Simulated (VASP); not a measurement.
# CsCl (Pm-3m) in VASP: elastic constants with PBEsol

Aim: the elastic constants of CsCl with PBEsol.

Everything below comes from runs of VASP 6.6.1. Logs are shortened: lines on timing, memory, paths and dates and some standing lists are left out, and cuts for length are marked.

## (1) The cell of the first run

The structure is cubic, space group Pm-3m (No. 221). The conventional cell has a = 4.065 Å, b = 4.065 Å, c = 4.065 Å, α = 90.00°, β = 90.00°, γ = 90.00°. Cs (site symmetry m-3m) has 8 Cl at 3.52 Å and 6 Cs at 4.07 Å within 4.6 Å. Within 4.6 Å of Cl (site symmetry m-3m) lie 8 Cs at 3.52 Å and 6 Cl at 4.07 Å.

## (2) Elastic constants, PBEsol

The input, INCAR:

```
SYSTEM = CsCl
PREC = Accurate
ENCUT = 500
EDIFF = 1E-8
ISMEAR = 0
SIGMA = 0.01
LREAL = .FALSE.
LASPH = .TRUE.
NELM = 120
ALGO = Normal
ISIF = 3
LWAVE = .FALSE.
LCHARG = .TRUE.
GGA = PS
IBRION = 6
NFREE = 2
POTIM = 0.015
NSW = 1
GGA_COMPAT = .FALSE.
```

The input, KPOINTS:

```
Automatic mesh
0
G
  6 6 6
  0 0 0
```

The input, POSCAR:

```
CsCl
1.0
    4.0653445367      0.0000000000      0.0000000000
    0.0000000000      4.0653445367      0.0000000000
    0.0000000000      0.0000000000      4.0653445367
Cs Cl
1 1
Direct
    0.0000000000      0.0000000000      0.0000000000
    0.5000000000      0.5000000000      0.5000000000
```

Potentials or basis: VASP PAW PBE potentials, release 64 (Cs_sv, Cl).

Command:

```sh
$ cat potpaw_PBE.64/Cs_sv/POTCAR potpaw_PBE.64/Cl/POTCAR > POTCAR
$ mpirun -np 1 vasp_std > vasp.out
```

OUTCAR:

```text
SYSTEM = CsCl
   PREC = Accurate
   ENCUT = 500
   EDIFF = 1E-8
   ISMEAR = 0
   LREAL = .FALSE.
   LASPH = .TRUE.
   NELM = 120
   ISIF = 3
   GGA = PS
   IBRION = 6
   NFREE = 2
   POTIM = 0.015
   NSW = 1

 ion  position               nearest neighbor table
   1  0.000  0.000  0.000-
   2  0.500  0.500  0.500-

  LATTYP: Found a simple cubic cell.
 ALAT       =     4.0653445367

  Lattice vectors:

 A1 = (   4.0653445367,   0.0000000000,   0.0000000000)
 A2 = (   0.0000000000,   4.0653445367,   0.0000000000)
 A3 = (   0.0000000000,   0.0000000000,   4.0653445367)

Analysis of symmetry for initial positions (statically):
=====================================================================
 Subroutine PRICEL returns:
 Original cell was already a primitive cell.

 Routine SETGRP: Setting up the symmetry group for a
 simple cubic supercell.

 Subroutine GETGRP returns: Found 48 space group operations
 (whereof 48 operations were pure point group operations)
 out of a pool of 48 trial point group operations.

The static configuration has the point symmetry O_h .

Analysis of symmetry for dynamics (positions and initial velocities):
=====================================================================
 Subroutine PRICEL returns:
 Original cell was already a primitive cell.

 Routine SETGRP: Setting up the symmetry group for a
 simple cubic supercell.

 Subroutine GETGRP returns: Found 48 space group operations
 (whereof 48 operations were pure point group operations)
 out of a pool of 48 trial point group operations.

The dynamic configuration has the point symmetry O_h .

 Subroutine INISYM returns: Found 48 space group operations
 (whereof 48 operations are pure point group operations),
 and found     1 'primitive' translations

----------------------------------------------------------------------------------------

[... 717 lines left out ...]
     11       5.0562      0.00000
     12       9.9635      0.00000
[... 331 lines left out ...]
 k-point    24 :       0.0000    0.1667    0.1667
  band No.  band energies     occupation
      1     -19.4571      2.00000
      2     -12.4151      2.00000
      3      -6.1912      2.00000
      4      -6.0045      2.00000
      5      -5.8651      2.00000
      6      -0.7526      2.00000
      7      -0.3311      2.00000
      8      -0.2904      2.00000
      9       5.6100      0.00000
     10       6.1510      0.00000
     11       6.1797      0.00000
     12       9.1840      0.00000

 [... further k-points ...]
[... 5 lines left out ...]
  --------------------------------------------------------------------------------------
  -------------------------------------------------------------------------------------
  Total        0.0364477      0.0368143      0.0368143     -0.0000000      0.0000000      0.0000000
  in kB        0.8691388      0.8778797      0.8778797     -0.0000000      0.0000000      0.0000000
  external PRESSURE =       0.8749661 kB  Pullay stress =       0.0000000 kB
[... 17 lines left out ...]
  FREE ENERGIE OF THE ION-ELECTRON SYSTEM (eV)
  ---------------------------------------------------
  free  energy   TOTEN  =        -6.8448220659 eV

  energy  without entropy=       -6.8448220659  energy(sigma->0) =       -6.84482207

 INTERNAL STRAIN TENSORS FROM STRAINED CELLS
 ============================================

 INTERNAL STRAIN TENSOR FOR ION    1 for displacements in x,y,z  (eV/Angst):
          X           Y           Z          XY          YZ          ZX
  --------------------------------------------------------------------------------
  x     0.00000     0.00000     0.00000     0.00000     0.00000    -0.00000
  y     0.00000     0.00000     0.00000     0.00000     0.00000     0.00000
  z     0.00000     0.00000     0.00000     0.00000     0.00000     0.00000

 INTERNAL STRAIN TENSORS FROM DISPLACED ATOMS
 ============================================

 INTERNAL STRAIN TENSOR FOR ION    1 for displacements in x,y,z  (eV/Angst):
          X           Y           Z          XY          YZ          ZX
  --------------------------------------------------------------------------------
  x     0.00000     0.00000     0.00000     0.00000     0.00000     0.00000
  y     0.00000     0.00000     0.00000     0.00000     0.00000     0.00000
  z     0.00000     0.00000     0.00000     0.00000     0.00000     0.00000

 INTERNAL STRAIN TENSOR FOR ION    2 for displacements in x,y,z  (eV/Angst):
          X           Y           Z          XY          YZ          ZX
  --------------------------------------------------------------------------------
  x     0.00000     0.00000     0.00000     0.00000     0.00000     0.00000
  y     0.00000     0.00000     0.00000     0.00000     0.00000     0.00000
  z     0.00000     0.00000     0.00000     0.00000     0.00000     0.00000

 Eigenvectors and eigenvalues of the dynamical matrix
 ----------------------------------------------------

   1 f  =    2.855174 THz    17.939584 2PiTHz   95.238338 cm-1    11.808044 meV
             X         Y         Z           dx          dy          dz
      0.000000  0.000000  0.000000     0.000000    0.000000   -0.459878
      2.032672  2.032672  2.032672    -0.000000    0.000000    0.887982
[... 21 lines left out ...]
   6 f/i=    0.003150 THz     0.019792 2PiTHz    0.105072 cm-1     0.013027 meV
             X         Y         Z           dx          dy          dz
      0.000000  0.000000  0.000000    -0.168563    0.468578    0.735210
      2.032672  2.032672  2.032672    -0.087297    0.242672    0.380758

--------------------------------------------------------------------------------------------------------

 ELASTIC MODULI CONTR FROM IONIC RELAXATION (kBar)
 Direction    XX          YY          ZZ          XY          YZ          ZX
 --------------------------------------------------------------------------------
 XX           0.0000      0.0000      0.0000      0.0000      0.0000      0.0000
 YY           0.0000      0.0000      0.0000      0.0000      0.0000      0.0000
 ZZ           0.0000      0.0000      0.0000      0.0000      0.0000      0.0000
 XY           0.0000      0.0000      0.0000      0.0000      0.0000      0.0000
 YZ           0.0000      0.0000      0.0000      0.0000      0.0000      0.0000
 ZX           0.0000      0.0000      0.0000      0.0000      0.0000      0.0000
 --------------------------------------------------------------------------------

 TOTAL ELASTIC MODULI (kBar)
 Direction    XX          YY          ZZ          XY          YZ          ZX
 --------------------------------------------------------------------------------
 XX         384.3388     94.9168     94.9168      0.0000      0.0000      0.0000
 YY          94.9168    384.3388     94.9168      0.0000      0.0000      0.0000
 ZZ          94.9168     94.9168    384.3388      0.0000     -0.0000     -0.0000
 XY           0.0000      0.0000      0.0000     95.0263      0.0000      0.0000
 YZ           0.0000      0.0000     -0.0000      0.0000     95.0263      0.0000
 ZX           0.0000      0.0000     -0.0000      0.0000      0.0000     95.0263
 --------------------------------------------------------------------------------
```

stdout:

```text
POSCAR found type information on POSCAR CsCl
 POSCAR found :  2 types and       2 ions
 scaLAPACK will be used
 -----------------------------------------------------------------------------
|                                                                             |
|                                                                             |
|     You enforced a specific xc type in the INCAR file but a different       |
|     I HOPE YOU KNOW WHAT YOU ARE DOING!                                     |
|                                                                             |
[... 33 lines left out ...]
 Finite differences progress:
 bond charge predicted
 Finite differences progress:
 bond charge predicted
 Finite differences progress:
 bond charge predicted
 Finite differences progress:
 bond charge predicted
 Finite differences progress:
 bond charge predicted
 Finite differences progress:
```

Wall time 3.5 min (1 thread of Intel Xeon 6975P-C (Granite Rapids), shared host); peak memory 0.25 GiB.

What came out:

```
Elastic constants C11, C12, C44                         : 38, 9, 10 GPa
Voigt bulk modulus                                      : 19 GPa
Highest phonon frequency at Γ, LO-TO splitting left out : 95 cm⁻¹
```

Phonon frequencies in cm⁻¹ (negative: imaginary):
```
              q point     frequencies
(0.000, 0.000, 0.000)  0 0 0 95 95 95
```

Elastic tensor in Voigt notation (GPa, in the Cartesian axes of the cell as first typed):
```
38  9  9  0  0  0
 9 38  9  0  0  0
 9  9 38  0  0  0
 0  0  0 10  0  0
 0  0  0  0 10  0
 0  0  0  0  0 10
```

Clamped-ion elastic tensor (GPa):
```
38  9  9  0  0  0
 9 38  9  0  0  0
 9  9 38  0  0  0
 0  0  0 10  0  0
 0  0  0  0 10  0
 0  0  0  0  0 10
```

Caveat: the PAW data sets were made with another functional, which shifts forces and pressure a little; spin-orbit coupling is left out, which moves the levels of the heavy elements.
